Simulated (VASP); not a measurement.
The system is B2P3.

```
B P
1.0
     2.80919    1.62188    2.66366
    -2.80919    1.62188    2.66366
     0.00000   -3.24377    2.66366
B P
2 3
Direct
  0.50000 0.50000 0.50000
  0.00000 0.00000 0.00000
  0.00000 0.00000 0.50000
  0.50000 0.00000 0.00000
  0.00000 0.50000 0.00000
```

| Property | Result |
| --- | --- |
| Program | VASP 6.6.1 |
| Task | relaxation of cell and atoms |
| Functional | PBE |
| Potentials or basis | VASP PAW PBE potentials, release 64 (B, P) |
| Cutoff | 600 eV |
| k mesh | 6 × 6 × 6 |
| Occupations | gaussian, width 0.1 eV |
| Spin | no spin polarisation |

At the start: pressure -9.1 GPa; volume 14.56 Å³/atom.

Question: How do energy, volume and symmetry change on relaxing?

Answer: Over 9 steps the energy falls by 271.6 meV/atom and the volume is 12.85 Å³/atom (-11.8 %); space group R-3m (No. 166, to 0.05 Å).

The path:
| step | energy change (eV) | largest force (eV/Å) | pressure (GPa) | volume (Å³) |
| --- | --- | --- | --- | --- |
| 1 | 0.0000 | 0.0000 | -9.14 | 72.82 |
| 2 | -0.5890 | 0.0000 | -1.33 | 64.32 |
| 3 | -0.6883 | 0.0000 | 5.67 | 60.26 |
| 4 | -1.0098 | 0.0000 | 5.76 | 60.16 |
| 5 | -1.2246 | 0.0000 | 9.13 | 59.29 |
| 6 | -1.2927 | 0.0000 | -4.49 | 68.06 |
| 7 | -1.3547 | 0.0000 | 0.30 | 64.26 |
| 8 | -1.3547 | 0.0000 | 0.45 | 64.16 |
| 9 | -1.3578 | 0.0000 | 0.12 | 64.24 |

Final structure:
```yaml
crystal:
  lattice:
    - [2.39662, 1.38369, 3.22848]
    - [-2.39662, 1.38369, 3.22848]
    - [0.00000, -2.76738, 3.22848]
  atoms:
    - { symbol: B, position: [0.50000, 0.50000, 0.50000] }
    - { symbol: B, position: [0.00000, 0.00000, 0.00000] }
    - { symbol: P, position: [0.00000, 0.00000, 0.50000] }
    - { symbol: P, position: [0.50000, 0.00000, 0.00000] }
    - { symbol: P, position: [0.00000, 0.50000, 0.00000] }
```
